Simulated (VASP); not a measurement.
# Be4S (Pm-3m) in VASP: further runs, part 2 of 3

VASP 6.6.1. The steps go on from the part before.

## Step 3: Single point, PBE

This run uses another cell than the first one, of 13.05 Å³/atom.

The input, INCAR:

```
PREC = Accurate
ENCUT = 520
EDIFF = 1E-6
ISMEAR = 0
SIGMA = 0.1
LREAL = False
LASPH = True
NELM = 100
ALGO = Normal
ISIF = 2
LWAVE = False
LCHARG = False
GGA = PE
NBANDS = 15
```

The input, KPOINTS:

```
regular mesh
0
Gamma
  4 4 4
```

The input, POSCAR:

```
Be4S
1.0
    4.0260760676      0.0000000000      0.0000000000
    0.0000000000      4.0260760676      0.0000000000
    0.0000000000      0.0000000000      4.0260760676
Be S
4 1
Direct
    0.0000000000      0.5000000000      0.5000000000
    0.5000000000      0.0000000000      0.5000000000
    0.5000000000      0.5000000000      0.0000000000
    0.0000000000      0.0000000000      0.0000000000
    0.5000000000      0.5000000000      0.5000000000
```

Potentials or basis: VASP PAW PBE potentials, release 64 (Be, S).

Run with:

```console
> cat potpaw_PBE.64/Be/POTCAR potpaw_PBE.64/S/POTCAR > POTCAR
> mpirun -np 1 vasp_std > vasp.out
```

OUTCAR:

```text
PREC = Accurate
   ENCUT = 520
   EDIFF = 1E-6
   ISMEAR = 0
   LREAL = False
   LASPH = True
   NELM = 100
   ISIF = 2
   GGA = PE

 ion  position               nearest neighbor table
   1  0.000  0.500  0.500-   5 2.01   5 2.01
   2  0.500  0.000  0.500-   5 2.01   5 2.01
   3  0.500  0.500  0.000-   5 2.01   5 2.01
   4  0.000  0.000  0.000-
   5  0.500  0.500  0.500-   1 2.01   2 2.01   3 2.01   3 2.01   2 2.01   1 2.01

  LATTYP: Found a simple cubic cell.
 ALAT       =     4.0260760676

  Lattice vectors:

 A1 = (   4.0260760676,   0.0000000000,   0.0000000000)
 A2 = (   0.0000000000,   4.0260760676,   0.0000000000)
 A3 = (   0.0000000000,   0.0000000000,   4.0260760676)

Analysis of symmetry for initial positions (statically):
=====================================================================
 Subroutine PRICEL returns:
 Original cell was already a primitive cell.

 Routine SETGRP: Setting up the symmetry group for a
 simple cubic supercell.
[... 174 lines left out ...]
      7       5.0114      2.00000
      8       6.9387      0.00000
      9       6.9387      0.00000
     10       6.9387      0.00000
     11      10.0860      0.00000
     12      10.0860      0.00000
     13      10.0860      0.00000
     14      11.6150      0.00000
[... 149 lines left out ...]
      2      -2.2474      2.00000
      3      -2.2474      2.00000
      4      -2.2474      2.00000
      5       1.7714      2.00000
      6       1.7714      2.00000
      7       1.7714      2.00000
      8       4.1908      2.00000
      9       8.5811      0.00000
     10       8.5811      0.00000
     11      11.2201      0.00000
     12      11.2201      0.00000
     13      11.2201      0.00000
     14      13.2578      0.00000
     15      13.2578      0.00000

------------------------ aborting loop because EDIFF is reached ----------------------------------------

  FORCE on cell =-STRESS in cart. coord.  units (eV):
  Direction    XX          YY          ZZ          XY          YZ          ZX
  --------------------------------------------------------------------------------------
  -------------------------------------------------------------------------------------
  Total        0.0048075      0.0048075      0.0048075     -0.0000000      0.0000000      0.0000000
  in kB        0.1180289      0.1180289      0.1180289     -0.0000000      0.0000000      0.0000000
  external PRESSURE =       0.1180289 kB  Pullay stress =       0.0000000 kB

 VOLUME and BASIS-vectors are now :
 -----------------------------------------------------------------------------
  energy-cutoff  :      520.00
  volume of cell :       65.26
      direct lattice vectors                 reciprocal lattice vectors
     4.026076068  0.000000000  0.000000000     0.248380801  0.000000000  0.000000000
     0.000000000  4.026076068  0.000000000     0.000000000  0.248380801  0.000000000
     0.000000000  0.000000000  4.026076068     0.000000000  0.000000000  0.248380801

 POSITION                                       TOTAL-FORCE (eV/Angst)
 -----------------------------------------------------------------------------------
      0.00000      2.01304      2.01304         0.000000      0.000000      0.000000
      2.01304      0.00000      2.01304         0.000000      0.000000      0.000000
      2.01304      2.01304      0.00000         0.000000      0.000000      0.000000
      0.00000      0.00000      0.00000         0.000000      0.000000      0.000000
      2.01304      2.01304      2.01304         0.000000      0.000000      0.000000
 -----------------------------------------------------------------------------------
    total drift:                                0.000000      0.000000     -0.000000

  FREE ENERGIE OF THE ION-ELECTRON SYSTEM (eV)
  ---------------------------------------------------
  free  energy   TOTEN  =       -14.3421132564 eV

  energy  without entropy=      -14.3340040993  energy(sigma->0) =      -14.33805868
```

OSZICAR:

```text
N       E                     dE             d eps       ncg     rms          rms(c)
DAV:   1     0.374721582201E+02    0.37472E+02   -0.55164E+03   300   0.768E+02
DAV:   2    -0.105409848250E+02   -0.48013E+02   -0.42864E+02   377   0.139E+02
DAV:   3    -0.143831871992E+02   -0.38422E+01   -0.37807E+01   412   0.407E+01
DAV:   4    -0.144418025586E+02   -0.58615E-01   -0.58567E-01   385   0.551E+00
DAV:   5    -0.144428603105E+02   -0.10578E-02   -0.10577E-02   420   0.763E-01    0.136E+01
DAV:   6    -0.143475207606E+02    0.95340E-01   -0.18819E-01   370   0.206E+00    0.854E+00
DAV:   7    -0.143468467706E+02    0.67399E-03   -0.13091E-01   370   0.176E+00    0.621E-01
DAV:   8    -0.143418363283E+02    0.50104E-02   -0.24398E-02   377   0.793E-01    0.262E-01
DAV:   9    -0.143421023519E+02   -0.26602E-03   -0.24427E-03   384   0.349E-01    0.744E-02
DAV:  10    -0.143421084533E+02   -0.61014E-05   -0.33857E-05   406   0.380E-02    0.208E-02
DAV:  11    -0.143421134680E+02   -0.50147E-05   -0.73506E-06   391   0.194E-02    0.718E-03
DAV:  12    -0.143421132564E+02    0.21155E-06   -0.49433E-07   283   0.492E-03
   1 F= -.14342113E+02 E0= -.14338059E+02  d E =-.810916E-02
```

stdout:

```text
POSCAR found type information on POSCAR BeS
 POSCAR found :  2 types and       5 ions
 scaLAPACK will be used
 LDA part: xc-table for (Slater+PW92), standard interpolation
 POSCAR, INCAR and KPOINTS ok, starting setup
 FFT: planning ... GRIDC
 FFT: planning ... GRID_SOFT
 FFT: planning ... GRID
 WAVECAR not read
 entering main loop
```

Run time: 9.4 s. Hardware: 1 thread of Intel Xeon Platinum 8259CL at 2.50GHz (Skylake/Cascade Lake), shared host; peak memory 0.16 GiB.

Results:

| Item | Value |
| --- | --- |
| Free energy | -14.3421 eV |
| Pressure | 0.0 GPa |
| Band gap on the k mesh | zero (bands 7 and 8 overlap by 1.33 eV) |

Caveat: the k points lie up to 0.39 Å⁻¹ apart, too coarse for converged energies and pressures of a metal.

## Step 4: Relaxation of cell and atoms, PBE

The input, INCAR:

```
  ALGO = Normal
  EDIFF = 1E-7
  EDIFFG = -0.04
  ENCUT = 600
  GGA = PE
  IBRION = 2
  ISIF = 3
  ISMEAR = 0
  LASPH = T
  LCHARG = F
  LREAL = F
  LWAVE = F
  NELM = 80
  NSW = 90
  PREC = Accurate
  SIGMA = 0.1
```

The input, KPOINTS:

```
k-points
0
Gamma
  4 4 4
```

POSCAR: that of step 3 with these lines changed.

```diff
@@ -2,5 +2,5 @@
 1.0
-    4.0260760676      0.0000000000      0.0000000000
-    0.0000000000      4.0260760676      0.0000000000
-    0.0000000000      0.0000000000      4.0260760676
+    4.0094233200      0.0000000000      0.0000000000
+    0.0000000000      4.0094233200      0.0000000000
+    0.0000000000      0.0000000000      4.0094233200
 Be S
```

Potentials or basis: VASP PAW PBE potentials, release 64 (Be, S).

Run with:

```console
> cat potpaw_PBE.64/Be/POTCAR potpaw_PBE.64/S/POTCAR > POTCAR
> mpirun -np 1 vasp_std > vasp.out
```

OUTCAR:

```text
EDIFF = 1E-7
   EDIFFG = -0.04
   ENCUT = 600
   GGA = PE
   IBRION = 2
   ISIF = 3
   ISMEAR = 0
   LASPH = T
   LREAL = F
   NELM = 80
   NSW = 90
   PREC = Accurate

 ion  position               nearest neighbor table
   1  0.000  0.500  0.500-   5 2.00   5 2.00
   2  0.500  0.000  0.500-   5 2.00   5 2.00
   3  0.500  0.500  0.000-   5 2.00   5 2.00
   4  0.000  0.000  0.000-
   5  0.500  0.500  0.500-   1 2.00   2 2.00   3 2.00   3 2.00   2 2.00   1 2.00

  LATTYP: Found a simple cubic cell.
 ALAT       =     4.0094233200

  Lattice vectors:

 A1 = (   4.0094233200,   0.0000000000,   0.0000000000)
 A2 = (   0.0000000000,   4.0094233200,   0.0000000000)
 A3 = (   0.0000000000,   0.0000000000,   4.0094233200)

Analysis of symmetry for initial positions (statically):
=====================================================================
 Subroutine PRICEL returns:
 Original cell was already a primitive cell.

 Routine SETGRP: Setting up the symmetry group for a
 simple cubic supercell.

 Subroutine GETGRP returns: Found 48 space group operations
[... 222 lines left out ...]
      8       6.9439      0.00000
      9       6.9439      0.00000
     10       6.9439      0.00000
     11      10.0922      0.00000
[... 113 lines left out ...]
 k-point    10 :       0.5000    0.5000    0.5000
  band No.  band energies     occupation
      1     -10.9588      2.00000
      2      -2.2447      2.00000
      3      -2.2447      2.00000
      4      -2.2447      2.00000
      5       1.7735      2.00000
      6       1.7735      2.00000
      7       1.7735      2.00000
      8       4.1956      2.00000
      9       8.5858      0.00000
     10       8.5858      0.00000
     11      11.2292      0.00000

------------------------ aborting loop because EDIFF is reached ----------------------------------------

  FORCE on cell =-STRESS in cart. coord.  units (eV):
  Direction    XX          YY          ZZ          XY          YZ          ZX
  --------------------------------------------------------------------------------------
  -------------------------------------------------------------------------------------
  Total        0.0292307      0.0292307      0.0292307     -0.0000000      0.0000000      0.0000000
  in kB        0.7180563      0.7180563      0.7180563     -0.0000000      0.0000000      0.0000000
  external PRESSURE =       0.7180563 kB  Pullay stress =       0.0000000 kB

 VOLUME and BASIS-vectors are now :
 -----------------------------------------------------------------------------
  energy-cutoff  :      600.00
  volume of cell :       65.22
      direct lattice vectors                 reciprocal lattice vectors
     4.025288467  0.000000000  0.000000000     0.248429400  0.000000000  0.000000000
    -0.000000000  4.025288467  0.000000000    -0.000000000  0.248429400  0.000000000
    -0.000000000 -0.000000000  4.025288467    -0.000000000 -0.000000000  0.248429400

 POSITION                                       TOTAL-FORCE (eV/Angst)
 -----------------------------------------------------------------------------------
     -0.00000      2.01264      2.01264         0.000000      0.000000      0.000000
      2.01264     -0.00000      2.01264        -0.000000      0.000000      0.000000
      2.01264      2.01264      0.00000        -0.000000      0.000000      0.000000
      0.00000      0.00000      0.00000        -0.000000      0.000000      0.000000
      2.01264      2.01264      2.01264         0.000000     -0.000000      0.000000
 -----------------------------------------------------------------------------------
    total drift:                                0.000000     -0.000000     -0.000000

  FREE ENERGIE OF THE ION-ELECTRON SYSTEM (eV)
  ---------------------------------------------------
  free  energy   TOTEN  =       -14.3426751025 eV

  energy  without entropy=      -14.3345366917  energy(sigma->0) =      -14.33860590

 reached required accuracy - stopping structural energy minimisation
```

OSZICAR:

```text
N       E                     dE             d eps       ncg     rms          rms(c)
DAV:   1     0.468084270991E+02    0.46808E+02   -0.66482E+03   220   0.121E+03
DAV:   2    -0.958504387704E+01   -0.56393E+02   -0.52906E+02   249   0.190E+02
DAV:   3    -0.143820548702E+02   -0.47970E+01   -0.46977E+01   325   0.607E+01
[... 17 lines left out ...]
DAV:   5    -0.143426798909E+02    0.18038E-04   -0.45190E-05   244   0.388E-02    0.116E-02
DAV:   6    -0.143426759571E+02    0.39338E-05   -0.86606E-06   235   0.184E-02    0.140E-02
DAV:   7    -0.143426755373E+02    0.41976E-06   -0.51968E-07   229   0.690E-03    0.919E-03
DAV:   8    -0.143426751357E+02    0.40167E-06   -0.33399E-08   131   0.160E-03    0.333E-03
DAV:   9    -0.143426751025E+02    0.33173E-07   -0.11519E-08   134   0.944E-04
   2 F= -.14342675E+02 E0= -.14338606E+02  d E =-.258636E-02
```

It took 16 s on 1 thread of Intel Xeon Platinum 8259CL at 2.50GHz (Skylake/Cascade Lake), shared host; peak memory 0.17 GiB.

Results:

| Item | Value |
| --- | --- |
| Free energy | -14.3427 eV |
| Relaxed volume | 13.04 Å³/atom |
| Relaxed cell | a = 4.025 Å, b = 4.025 Å, c = 4.025 Å, α = 90.00°, β = 90.00°, γ = 90.00° |
| Space group after relaxing (to 0.1 Å) | Pm-3m (No. 221) |
| Energy gained by relaxing | 0.5 meV/atom |
| Ionic steps | 2 |
| Pressure after relaxing | 0.1 GPa |
| Band gap on the k mesh | zero (bands 7 and 8 overlap by 1.33 eV) |

The path:
| step | energy change (eV) | largest force (eV/Å) | pressure (GPa) | volume (Å³) |
| --- | --- | --- | --- | --- |
| 1 | 0.0000 | 0.0000 | 1.02 | 64.45 |
| 2 | -0.0026 | 0.0000 | 0.07 | 65.22 |

Final structure:
```yaml
crystal:
  lattice:
    - [4.02529, 0.00000, 0.00000]
    - [0.00000, 4.02529, 0.00000]
    - [0.00000, 0.00000, 4.02529]
  atoms:
    - { symbol: Be, position: [0.00000, 0.50000, 0.50000] }
    - { symbol: Be, position: [0.50000, 0.00000, 0.50000] }
    - { symbol: Be, position: [0.50000, 0.50000, 0.00000] }
    - { symbol: Be, position: [0.00000, 0.00000, 0.00000] }
    - { symbol: S, position: [0.50000, 0.50000, 0.50000] }
```

Caveat: the k points lie up to 0.39 Å⁻¹ apart in the final cell, too coarse for converged energies and pressures of a metal.

## Step 5: Single point, PBE

The input, INCAR:

```
PREC = Accurate
ENCUT = 520
EDIFF = 1E-7
ISMEAR = 0
SIGMA = 0.1
LREAL = F
LASPH = T
NELM = 60
ALGO = Normal
ISIF = 2
LWAVE = F
LCHARG = T
GGA = PE
LELF = T
LVHAR = T
NBANDS = 15
```

The input, KPOINTS:

```
Automatic mesh
0
Gamma
  10 10 10
```

POSCAR: that of step 4 with these lines changed.

```diff
@@ -2,5 +2,5 @@
 1.0
-    4.0094233200      0.0000000000      0.0000000000
-    0.0000000000      4.0094233200      0.0000000000
-    0.0000000000      0.0000000000      4.0094233200
+    4.0069057560      0.0000000000      0.0000000000
+    0.0000000000      4.0069057560      0.0000000000
+    0.0000000000      0.0000000000      4.0069057560
 Be S
```

Run with:

```console
> cat potpaw_PBE.64/Be/POTCAR potpaw_PBE.64/S/POTCAR > POTCAR
> mpirun -np 1 vasp_std > vasp.out
```

Wall time 49 s (1 thread of Intel Xeon Platinum 8259CL at 2.50GHz (Skylake/Cascade Lake), shared host); peak memory 0.19 GiB.

Results (log left out):

```
Free energy            : -14.5254 eV
Pressure               : 0.0 GPa
Band gap on the k mesh : zero (bands 7 and 8 overlap by 1.35 eV)
```

Levels at points of the mesh, in eV from the Fermi level:
```tsv
k point	band 3	band 4	band 5	band 6	band 7	band 8	band 9	band 10	band 11	band 12
(0.00, 0.00, 0.00)	-7.67	-7.67	-4.86	-0.30	-0.30	1.63	1.63	1.63	4.80	4.80
(0.50, 0.00, 0.00)	-7.32	-7.32	-2.60	-1.56	-0.16	-0.16	0.85	1.93	3.91	4.33
(0.50, 0.50, 0.00)	-8.34	-7.02	-4.63	0.20	0.20	0.35	1.18	1.18	3.07	3.11
(0.50, 0.50, 0.50)	-7.65	-7.65	-3.61	-3.61	-3.61	-1.11	3.24	3.24	5.99	5.99
```

[end of part 2 of 3]
